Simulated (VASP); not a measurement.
# WO (P-6m2) in VASP: notebook

Runs on WO. Level: r2SCAN. Tasks: single point.

Program: VASP 6.6.1. These are calculated values, not measurements. Logs are shortened: lines on timing, memory, paths and dates and some standing lists are left out, and cuts for length are marked.

## 1. The cell of the first run

The structure is hexagonal, space group P-6m2 (No. 187). Conventional cell: a = 2.893 Å, b = 2.893 Å, c = 2.824 Å, α = 90.00°, β = 90.00°, γ = 120.00°. Within 2.9 Å of W (site symmetry -6m2) lie 6 O at 2.19 Å and 8 W at 2.82 to 2.89 Å. O (site symmetry -6m2) has 6 W at 2.19 Å and 8 O at 2.82 to 2.89 Å within 2.9 Å.

## 2. Single point, r2SCAN

Input file POSCAR:

```
WO
1.0
    1.4465670200      2.5055242700      0.0000000000
   -1.4465670200      2.5055242700      0.0000000000
    0.0000000000      0.0000000000      2.8241045800
W O
1 1
Direct
    0.0000000000      0.0000000000      0.0000000000
    0.6666700000      0.6666600000      0.5000000000
```

Input file INCAR.step1:

```
  ALGO = Normal
  EDIFF = 1E-4
  ENCUT = 520
  GGA = PE
  ISMEAR = -1
  LASPH = T
  LCHARG = F
  LREAL = F
  LWAVE = T
  NBANDS = 17
  NELM = 80
  PREC = Accurate
  SIGMA = 0.1
```

Input file INCAR.step2:

```
  ALGO = Normal
  EDIFF = 1E-6
  ENCUT = 520
  ISIF = 2
  ISMEAR = -1
  ISTART = 1
  LASPH = T
  LCHARG = F
  LMIXTAU = T
  LREAL = F
  LWAVE = F
  METAGGA = R2SCAN
  NBANDS = 17
  NELM = 80
  PREC = Accurate
  SIGMA = 0.1
```

Input file KPOINTS:

```
k-points
0
Gamma
  13 13 12
```

Potentials or basis: VASP PAW PBE potentials, release 64 (W_sv, O).

Run with:

```console
> cat potpaw_PBE.64/W_sv/POTCAR potpaw_PBE.64/O/POTCAR > POTCAR
> cp INCAR.step1 INCAR
> mpirun -np 1 vasp_std > vasp.out
> cp INCAR.step2 INCAR
> mpirun -np 1 vasp_std > vasp.out
```

OUTCAR:

```text
EDIFF = 1E-6
   ENCUT = 520
   ISIF = 2
   ISMEAR = -1
   ISTART = 1
   LASPH = T
   LREAL = F
   METAGGA = R2SCAN
   NELM = 80
   PREC = Accurate

 ion  position               nearest neighbor table
   1  0.000  0.000  0.000-   2 2.19   2 2.19   2 2.19   2 2.19   2 2.19   2 2.19
   2  0.667  0.667  0.500-   1 2.19   1 2.19   1 2.19   1 2.19   1 2.19   1 2.19

  LATTYP: Found a hexagonal cell.
 ALAT       =     2.8931311776
 C/A-ratio  =     0.9761412140

  Lattice vectors:

 A1 = (   1.4465670200,  -2.5055242700,   0.0000000000)
 A2 = (   1.4465670200,   2.5055242700,   0.0000000000)
 A3 = (   0.0000000000,   0.0000000000,   2.8241045800)

Analysis of symmetry for initial positions (statically):
=====================================================================
 Subroutine PRICEL returns:
 Original cell was already a primitive cell.

 Routine SETGRP: Setting up the symmetry group for a
 hexagonal supercell.

 Subroutine GETGRP returns: Found  4 space group operations
 (whereof  4 operations were pure point group operations)
 out of a pool of 24 trial point group operations.

The static configuration has the point symmetry C_2v.

Analysis of symmetry for dynamics (positions and initial velocities):
=====================================================================
 Subroutine PRICEL returns:
 Original cell was already a primitive cell.

 Routine SETGRP: Setting up the symmetry group for a
 hexagonal supercell.

 Subroutine GETGRP returns: Found  4 space group operations
 (whereof  4 operations were pure point group operations)
 out of a pool of 24 trial point group operations.

The dynamic configuration has the point symmetry C_2v.

 Subroutine INISYM returns: Found  4 space group operations
 (whereof  4 operations are pure point group operations),
 and found     1 'primitive' translations

----------------------------------------------------------------------------------------

                                     Primitive cell

  volume of cell :      20.4714

  direct lattice vectors                    reciprocal lattice vectors
     1.446567020  2.505524270  0.000000000     0.345645928  0.199559033  0.000000000
    -1.446567020  2.505524270  0.000000000    -0.345645928  0.199559033  0.000000000
     0.000000000  0.000000000  2.824104580     0.000000000  0.000000000  0.354094536

  length of vectors
     2.893131178  2.893131178  2.824104580     0.399117671  0.399117671  0.354094536

  position of ions in fractional coordinates (direct lattice)
     0.000000000  0.000000000  0.000000000
     0.666670000  0.666660000  0.500000000

  ion indices of the primitive-cell ions
   primitive index   ion index
                 1           1
                 2           2

----------------------------------------------------------------------------------------

 KPOINTS: k-points

Automatic generation of k-mesh.
 Grid dimensions read from file:
 generate k-points for:   13   13   12

 Generating k-lattice:

  Cartesian coordinates                     Fractional coordinates (reciprocal lattice)
     0.026588148  0.015350695  0.000000000     0.076923077  0.000000000  0.000000000
    -0.026588148  0.015350695  0.000000000     0.000000000  0.076923077  0.000000000
     0.000000000  0.000000000  0.029507878     0.000000000  0.000000000  0.083333333

  Length of vectors
     0.030701359  0.030701359  0.029507878

  Shift w.r.t. Gamma in fractional coordinates (k-lattice)
     0.000000000  0.000000000  0.000000000

 Subroutine IBZKPT returns following result:
 ===========================================

 Found    343 irreducible k-points:

 Following reciprocal coordinates:
            Coordinates               Weight
  0.000000  0.000000  0.000000      1.000000
  0.076923  0.000000  0.000000      4.000000
  0.000000  0.076923  0.000000      2.000000
  0.153846  0.000000  0.000000      4.000000
  0.000000  0.153846  0.000000      2.000000
  0.230769  0.000000  0.000000      4.000000
[... 16 lines left out ...]
  0.307692  0.384615  0.000000      4.000000
 -0.076923  0.307692  0.000000      4.000000
 [... further k-points ...]
   k-points           NKPTS =    343   k-points in BZ     NKDIM =    343   number of bands    NBANDS=     17
   number of dos      NEDOS =    301   number of ions     NIONS =      2
   total plane-waves  NPLWV =  13824
   dimension x,y,z NGX =    24 NGY =   24 NGZ =   24
   dimension x,y,z NGXF=    48 NGYF=   48 NGZF=   48
   ions per type =               1   1
   NGX,Y,Z   is equivalent  to a cutoff of  13.79, 13.79, 14.13 a.u.
   NGXF,Y,Z  is equivalent  to a cutoff of  27.58, 27.58, 28.26 a.u.
 SYSTEM =  unknown system
   PREC   = accura    normal or accurate (medium, high low for compatibility)
   ISTART =      1    job   : 0-new  1-cont  2-samecut
   ICHARG =      0    charge: 1-file 2-atom 10-const
   ISPIN  =      1    spin polarized calculation?
   LNONCOLLINEAR =      F non collinear calculations
   LSORBIT =      F    spin-orbit coupling
   LASPH  =      T    aspherical Exc in radial PAW
   ENCUT  =  520.0 eV  38.22 Ry    6.18 a.u.   5.38  5.38  5.25*2*pi/ulx,y,z
   NELM   =     80;   NELMIN=  2; NELMDL=  0     # of ELM steps
   EDIFF  = 0.1E-05   stopping-criterion for ELM
   LREAL  =      F    real-space projection
   EDIFFG = 0.1E-04   stopping-criterion for IOM
   NSW    =      0    number of steps for IOM
   IBRION =     -1    ionic relax: 0-MD 1-quasi-New 2-CG
   NFREE  =      0    steps in history (QN), initial steepest desc. (CG)
   ISIF   =      2    stress and relaxation
   ISYM   =      2    0-nonsym 1-usesym 2-fastsym
   POTIM  = 0.5000    time-step for ionic-motion
   TEBEG  =    0.0;   TEEND  =   0.0 temperature during run
   PSTRESS=    0.0 pullay stress
   NELECT =      20.0000    total number of electrons
   NUPDOWN=      -1.0000    fix difference up-down
   EMIN   =  10.00;   EMAX   =-10.00  energy-range for DOS
   EFERMI =   0.00;   METHOD = LEGACY
   ISMEAR =    -1;   SIGMA  =   0.10  broadening in eV -4-tet -1-fermi 0-gaus
   EFERMI_NEDOS =   21; number of points for ismear=-14 and -15
   IALGO  =     38    algorithm
   IMIX   =      4    mixing-type and parameters
     AMIX     =   0.40;   BMIX     =  1.00
     AMIX_MAG =   1.60;   BMIX_MAG =  1.00
  volume/ion in A,a.u.               =      10.24        69.07
  Fermi-wavevector in a.u.,A,eV,Ry     =   1.624434  3.069736 35.902879  2.638787
  Thomas-Fermi vector in A             =   2.717722
   LORBIT       =      0    0 simple, 1 ext, 2 COOP (PROOUT), +10 PAW based schemes
   METAGGA = R2SCAN    functional components
   LHFCALC =     F    Hartree Fock is set to
   AEXX    =    0.0000 exact exchange contribution
   IVDW    =     0    specifies the selected vdW correction
   LEPSILON=     F    determine dielectric tensor
   LRPA    =     F    only Hartree local field effects (RPA)
 non-spin polarized calculation
  energy-cutoff  :      520.00
  volume of cell :       20.47
 maximum number of plane-waves:       569
 NGX is ok and might be reduce to    24
   NGX = 11   NGY = 11   NGZ = 11

 number of electron      20.0000000 magnetization

 Free energy of the ion-electron system (eV)
  ---------------------------------------------------
  ext. energy  EPLUGINS =         0.00000000
  ---------------------------------------------------
  free energy    TOTEN  =       -57.05519624 eV

  energy without entropy =      -56.99649803  energy(sigma->0) =      -57.02584714

 E-fermi :  13.2097     XC(G=0): -14.8304

 val. band max:       13.1932679162   @ k =   0.3077   0.1538   0.5000
 cond. band min:      13.2173474416   @ k =   0.2308   0.0000   0.4167
 fundamental gap:      0.0240795254
 Fermi energy:        13.2096683977

 k-point     1 :       0.0000    0.0000    0.0000
  band No.  band energies     occupation
      1     -64.4423      2.00000
      2     -28.0028      2.00000
      3     -27.6036      2.00000
      4     -27.6035      2.00000
      5     -12.0725      2.00000
      6       4.6584      2.00000
[... 9 lines left out ...]
     16      29.0612      0.00000
     17      29.0614      0.00000

 k-point     2 :       0.0769    0.0000    0.0000
  band No.  band energies     occupation
      1     -64.4384      2.00000
      2     -27.9959      2.00000
      3     -27.6620      2.00000
      4     -27.6159      2.00000
      5     -11.9909      2.00000
      6       4.3349      2.00000
[... 9 lines left out ...]
     16      29.2542      0.00000
     17      29.2819      0.00000

 k-point     3 :       0.0000    0.0769    0.0000
  band No.  band energies     occupation
      1     -64.4384      2.00000
      2     -27.9959      2.00000
      3     -27.6621      2.00000
      4     -27.6159      2.00000
      5     -11.9909      2.00000
      6       4.3349      2.00000
[... 9 lines left out ...]
     16      29.2540      0.00000
     17      29.2821      0.00000

 k-point     4 :       0.1538    0.0000    0.0000
  band No.  band energies     occupation
      1     -64.4274      2.00000
      2     -27.9766      2.00000
      3     -27.8213      2.00000
      4     -27.6500      2.00000
      5     -11.7655      2.00000
      6       3.6025      2.00000
[... 9 lines left out ...]
     16      29.7906      0.00000
     17      29.9592      0.00000
[... 343 lines left out ...]
      1     -64.3864      2.00000
      2     -28.3566      2.00000
      3     -27.9045      2.00000
      4     -27.8001      2.00000
      5     -10.9382      2.00000
      6       1.8926      2.00000
[... 9 lines left out ...]
     16      28.2443      0.00000
     17      30.7826      0.00000

 k-point    23 :       0.3077    0.3846    0.0000
  band No.  band energies     occupation
      1     -64.3864      2.00000
      2     -28.3566      2.00000
      3     -27.9045      2.00000
      4     -27.8001      2.00000
      5     -10.9382      2.00000
      6       1.8926      2.00000
[... 9 lines left out ...]
     16      28.2442      0.00000
     17      30.7823      0.00000

 k-point    24 :      -0.0769    0.3077    0.0000
  band No.  band energies     occupation
      1     -64.3864      2.00000
      2     -28.3566      2.00000
      3     -27.9045      2.00000
      4     -27.8001      2.00000
      5     -10.9382      2.00000
      6       1.8925      2.00000
[... 9 lines left out ...]
     16      28.2442      0.00000
     17      30.7822      0.00000

 [... further k-points ...]

------------------------ aborting loop because EDIFF is reached ----------------------------------------

  FORCE on cell =-STRESS in cart. coord.  units (eV):
  Direction    XX          YY          ZZ          XY          YZ          ZX
  --------------------------------------------------------------------------------------
  -------------------------------------------------------------------------------------
  Total        2.1984689      2.1983450      6.5580664     -0.0001023      0.0000000      0.0000000
  in kB      172.0612085    172.0515090    513.2612150     -0.0080069      0.0000000      0.0000000
  external PRESSURE =     285.7913108 kB  Pullay stress =       0.0000000 kB

 VOLUME and BASIS-vectors are now :
 -----------------------------------------------------------------------------
  energy-cutoff  :      520.00
  volume of cell :       20.47
      direct lattice vectors                 reciprocal lattice vectors
     1.446567020  2.505524270  0.000000000     0.345645928  0.199559033  0.000000000
    -1.446567020  2.505524270  0.000000000    -0.345645928  0.199559033  0.000000000
     0.000000000  0.000000000  2.824104580     0.000000000  0.000000000  0.354094536

 POSITION                                       TOTAL-FORCE (eV/Angst)
 -----------------------------------------------------------------------------------
      0.00000      0.00000      0.00000        -0.000052      0.000030      0.000000
      0.00001      3.34069      1.41205         0.000052     -0.000030      0.000000
 -----------------------------------------------------------------------------------
    total drift:                               -0.000032     -0.000036      0.000000

  FREE ENERGIE OF THE ION-ELECTRON SYSTEM (eV)
  ---------------------------------------------------
  free  energy   TOTEN  =       -57.0551962417 eV

  energy  without entropy=      -56.9964980316  energy(sigma->0) =      -57.02584714
```

Wall time 6.2 min (1 thread of AMD EPYC 7R43 (Zen 3), shared host); peak memory 0.2 GiB.

Results:

```
Free energy            : -57.0552 eV
Pressure               : 28.6 GPa
Band gap on the k mesh : zero (bands 10 and 11 overlap by 2.99 eV)
```

Stress tensor (GPa, compression positive):
```
17.21  0.00  0.00
 0.00 17.21  0.00
 0.00  0.00 51.33
```

Caveat: the cell stands under pressure; the PAW data sets were made with another functional, which shifts forces and pressure a little; spin-orbit coupling is left out, which moves the levels of the heavy elements.

## 3. Single point, r2SCAN

Input file POSCAR:

```
WO
1.0
    1.4465660659      2.5055259226      0.0000000000
   -1.4465660659      2.5055259226      0.0000000000
    0.0000000000      0.0000000000      2.8241045800
W O
1 1
Direct
    0.0000000000      0.0000000000      0.0000000000
    0.6666666667      0.6666666667      0.5000000000
```

Input file INCAR.step1:

```
SYSTEM = WO
  PREC = Accurate
  ENCUT = 910
  ISMEAR = -1
  SIGMA = 0.1
  LREAL = .False.
  LASPH = .True.
  NELM = 120
  NBANDS = 17
  GGA = PE
  ALGO = Normal
  EDIFF = 1E-5
  LWAVE = .True.
  LCHARG = .False.
  GGA_COMPAT = .False.
```

Input file INCAR.step2:

```
SYSTEM = WO
  PREC = Accurate
  ENCUT = 910
  EDIFF = 1E-6
  ISMEAR = -1
  SIGMA = 0.1
  LREAL = .False.
  LASPH = .True.
  NELM = 120
  ALGO = Normal
  ISIF = 2
  LWAVE = .False.
  LCHARG = .True.
  METAGGA = R2SCAN
  LMIXTAU = .True.
  LELF = .True.
  LVHAR = .True.
  NBANDS = 17
  ISTART = 1
  GGA_COMPAT = .False.
```

Input file KPOINTS:

```
regular mesh
0
Gamma
  12 12 11
  0 0 0
```

Potentials or basis: VASP PAW PBE potentials, release 64 (W_sv, O_h).

Run with:

```console
> cat potpaw_PBE.64/W_sv/POTCAR potpaw_PBE.64/O_h/POTCAR > POTCAR
> cp INCAR.step1 INCAR
> mpirun -np 1 vasp_std > vasp.out
> cp INCAR.step2 INCAR
> mpirun -np 1 vasp_std > vasp.out
```

OUTCAR:

```text
SYSTEM = WO
   PREC = Accurate
   ENCUT = 910
   EDIFF = 1E-6
   ISMEAR = -1
   LREAL = .False.
   LASPH = .True.
   NELM = 120
   ISIF = 2
   METAGGA = R2SCAN
   ISTART = 1

 ion  position               nearest neighbor table
   1  0.000  0.000  0.000-   2 2.19   2 2.19   2 2.19   2 2.19   2 2.19   2 2.19
   2  0.667  0.667  0.500-   1 2.19   1 2.19   1 2.19   1 2.19   1 2.19   1 2.19

  LATTYP: Found a hexagonal cell.
 ALAT       =     2.8931321318
 C/A-ratio  =     0.9761408921

  Lattice vectors:
[... 666 lines left out ...]

------------------------ aborting loop because EDIFF is reached ----------------------------------------

  FORCE on cell =-STRESS in cart. coord.  units (eV):
  Direction    XX          YY          ZZ          XY          YZ          ZX
  --------------------------------------------------------------------------------------
  -------------------------------------------------------------------------------------
  Total        2.2088899      2.2088899      6.5078851      0.0000000      0.0000000     -0.0000000
  in kB      172.8767933    172.8767933    509.3338238      0.0000000      0.0000000     -0.0000000
  external PRESSURE =     285.0291368 kB  Pullay stress =       0.0000000 kB

 VOLUME and BASIS-vectors are now :
 -----------------------------------------------------------------------------
  energy-cutoff  :      910.00
  volume of cell :       20.47
      direct lattice vectors                 reciprocal lattice vectors
     1.446566066  2.505525923  0.000000000     0.345646156  0.199558901  0.000000000
    -1.446566066  2.505525923  0.000000000    -0.345646156  0.199558901  0.000000000
     0.000000000  0.000000000  2.824104580     0.000000000  0.000000000  0.354094536

 POSITION                                       TOTAL-FORCE (eV/Angst)
 -----------------------------------------------------------------------------------
      0.00000      0.00000      0.00000        -0.000000      0.000000      0.000000
      0.00000      3.34070      1.41205         0.000000     -0.000000      0.000000
 -----------------------------------------------------------------------------------
    total drift:                               -0.000000      0.000001      0.000000

  FREE ENERGIE OF THE ION-ELECTRON SYSTEM (eV)
  ---------------------------------------------------
  free  energy   TOTEN  =       -57.0645628523 eV

  energy  without entropy=      -57.0071747923  energy(sigma->0) =      -57.03586882
```

OUTCAR.step1:

```text
SYSTEM = WO
   PREC = Accurate
   ENCUT = 910
   ISMEAR = -1
   LREAL = .False.
   LASPH = .True.
[... 701 lines left out ...]
      0.00000      0.00000      0.00000         0.000000      0.000000      0.000000
      0.00000      3.34070      1.41205         0.000000     -0.000000      0.000000
 -----------------------------------------------------------------------------------
    total drift:                               -0.000000      0.000001      0.000000

  FREE ENERGIE OF THE ION-ELECTRON SYSTEM (eV)
  ---------------------------------------------------
  free  energy   TOTEN  =       -17.5253507697 eV

  energy  without entropy=      -17.4621534720  energy(sigma->0) =      -17.49375212
```

Wall time 6 min (1 thread of AMD EPYC 7R43 (Zen 3), shared host); peak memory 0.19 GiB.

What came out:

```yaml
Free_energy: -57.0646 eV
Pressure: 28.5 GPa
Band_gap_on_the_k_mesh: zero (bands 10 and 11 overlap by 2.97 eV)
```

Stress tensor (GPa, compression positive):
```
17.29  0.00  0.00
 0.00 17.29  0.00
 0.00  0.00 50.93
```

Levels at points of the mesh, in eV from the Fermi level:
| k point | band 8 | band 9 | band 10 | band 11 | band 12 | band 13 |
| --- | --- | --- | --- | --- | --- | --- |
| (0.00, 0.00, 0.00) | -7.50 | -6.74 | -2.18 | 0.29 | 0.29 | 1.70 |
| (0.50, 0.00, 0.00) | -7.73 | -5.88 | 0.32 | 0.81 | 2.16 | 2.87 |

Caveat: the cutoff is under 1.25 times the usual one of these potentials, so pressure, stress and relaxed cells hold a basis-set (Pulay) error; the cell stands under pressure; the PAW data sets were made with another functional, which shifts forces and pressure a little; spin-orbit coupling is left out, which moves the levels of the heavy elements.
